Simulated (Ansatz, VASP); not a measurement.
# ZrO2: VASP beside Ansatz

```
CELL_PARAMETERS angstrom
0.00000 2.53500 2.53500
2.53500 0.00000 2.53500
2.53500 2.53500 0.00000
ATOMIC_POSITIONS crystal
Zr 0.00000 0.00000 0.00000
O 0.25000 0.25000 0.25000
O 0.75000 0.75000 0.75000
```

Alike in both runs: task single point; functional RPBE; k mesh 6 × 6 × 6; no spin polarisation.

|  | VASP | Ansatz |
| --- | --- | --- |
| version | VASP 6.6.1 | Ansatz 0.2.0 |
| potentials or method | VASP PAW PBE potentials, release 64 (Zr_sv, O) | plane waves, PAW |
| plane-wave cutoff (eV) | 600 | 420 |
| occupations | gaussian, width 0.01 eV | fixed |
| valence electrons in the cell | 24 | 24 |

|  | VASP | Ansatz | Ansatz less VASP |
| --- | --- | --- | --- |
| pressure (GPa) | 11.5 | 11.5 | +0.01 |

VASP's potentials were made for PBE, not for RPBE. Ansatz's warnings: stress scf threshold loose.
